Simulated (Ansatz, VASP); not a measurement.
# Two plane-wave programs on LiF

```xyz
4
Lattice="3.0609 0.0000 0.0000 -1.5305 2.6509 0.0000 0.0000 0.0000 4.8073" Properties=species:S:1:pos:R:3 pbc="T T T"
Li    0.0265    1.7407    1.8323
Li    1.5570    0.8571    4.2360
F     0.0000    1.7672    4.7777
F     1.5305    0.8836    2.3741
```

Change from the starting cell: all Li atoms moved +0.037 Å, as atom 1 along Cartesian [1 -1 0].

Alike in both runs: task single point; functional LDA; k mesh 9 × 9 × 6; occupations gaussian, width 0.05 eV; no spin polarisation.

```csv
,VASP,Ansatz
version,VASP 6.6.1,Ansatz 0.2.0
potentials or method,"VASP PAW LDA potentials, release 64 (Li_sv, F), cutoff 520 eV","scalar-relativistic, plane waves, PAW"
valence electrons in the cell,20,20
```

```tsv
	VASP	Ansatz	Ansatz less VASP
gap on the k mesh at the Fermi level (eV)	7.58	7.60	+0.016
least direct gap on the mesh (eV)	7.58	7.60	+0.016
rms of the force components (eV/Å)	0.085	0.084	-0.0007
```

LDA's correlation is that of Perdew and Zunger in VASP and of Perdew and Wang (1992) in Ansatz. Atom by atom the forces differ by 0.001 eV/Å (rms over components).

Noted on VASP's run: the cutoff is under 1.25 times that of the potentials, so the pressure is a little rough.
